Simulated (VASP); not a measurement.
Wanted: the native input for a VASP 6.6.1 run.

```yaml
Task: single point
Functional: PBE
Potentials_or_basis: VASP PAW PBE potentials, release 64 (Cr_sv, O)
Cutoff: 520 eV
k_mesh: 6 × 6 × 1
Occupations: gaussian, width 0.1 eV
Spin: collinear spin, ferromagnetic start
Starting_moments: "[3.0, 0.0, 0.0] μB"
Dipole_correction: yes
Further_INCAR_settings: ALGO = Normal; EDIFF = 1e-06; NBANDS = 24; NELMDL = -8
```

The structure of CrO2 lies in POSCAR:

```
CrO2
1.0
    2.8903773658     -0.1109686921      0.0000000000
   -1.3492595219      2.5586985074      0.0000000000
    0.0000000000      0.0000000000     28.5379102000
Cr O
1 2
Direct
    0.5000000000      0.0000000000      0.2978494200
    0.1666622959      0.3333378689      0.2645773454
    0.8333377041      0.6666621311      0.3311214945
```

The cell was generated, and may not be a known phase.

These files were run (other wordings do the same):

INCAR

```
SYSTEM = CrO2
PREC = Accurate
ENCUT = 520
EDIFF = 1E-6
ISMEAR = 0
SIGMA = 0.1
LREAL = .False.
LASPH = .True.
NELM = 200
ALGO = Normal
ISIF = 2
LWAVE = .False.
LCHARG = .False.
ISPIN = 2
MAGMOM = 3 0 0
LORBIT = 11
LMAXMIX = 4
LDIPOL = .True.
IDIPOL = 3
DIPOL = 0.5 0.5 0.298
GGA = PE
NBANDS = 24
GGA_COMPAT = .False.
NELMDL = -8
```

KPOINTS

```
regular mesh
0
Gamma
  6 6 1
  0 0 0
```

Potentials or basis: VASP PAW PBE potentials, release 64 (Cr_sv, O).

Launch:

```sh
$ cat potpaw_PBE.64/Cr_sv/POTCAR potpaw_PBE.64/O/POTCAR > POTCAR
$ mpirun -np 1 vasp_std > vasp.out
```

Results of the run:

```json
{"Largest force": "0.013 eV/Å", "Band gap on the k mesh": "zero (filled and empty bands overlap)", "Net moment": "2.00 μB per cell", "Site moments": "Cr +1.93; O -0.06 μB", "Valence electrons inside the program's atomic spheres": "Cr 11.58; O 5.00"}
```

Caveat: the k points lie up to 0.42 Å⁻¹ apart; semilocal functionals often make such compounds metallic where correlation or magnetic order opens a gap, which also shifts bond lengths.

Wall time 3.9 min on 1 thread of Intel(R) Xeon(R) 6975P-C (Granite Rapids) (shared host), peak memory 0.51 GiB.
